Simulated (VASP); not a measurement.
Pd, 2 atoms in the cell. It takes space group P6_3/mmc (No. 194, hexagonal). Conventional cell: a = 2.626 Å, b = 2.626 Å, c = 4.349 Å, α = 90.00°, β = 90.00°, γ = 120.00°. Pd (site symmetry -6m2) has 12 Pd at 2.63 to 2.65 Å within 3.5 Å. 

| Item | Value |
| --- | --- |
| Program | VASP 6.6.1 |
| Task | single point |
| Functional | RPBE |
| Dispersion | D3(BJ) |
| Potentials or basis | VASP PAW PBE potentials, release 64 (Pd) |
| Cutoff | 520 eV |
| k mesh | 11 × 11 × 6 |
| Occupations | fermi-dirac, width 0.05 eV |
| Spin | no spin polarisation |
| Dipole correction | no |
| Further INCAR settings | ALGO = Normal; EDIFF = 1e-07; NBANDS = 17 |

Potentials or basis: VASP PAW PBE potentials, release 64 (Pd).

Run with:

```console
$ cat potpaw_PBE.64/Pd/POTCAR > POTCAR
$ mpirun -np 1 vasp_std > vasp.out
```

Hardware: 1 thread of AMD EPYC 7R43 64-Core Processor (Zen 3) (shared host).

Q: How long does it take, and how much memory?

A: Run time: 27 s on 1 thread of AMD EPYC 7R43 64-Core Processor (Zen 3), with other jobs on the host, peak memory 0.12 GiB. Counts: scf iterations 12, k points 64.
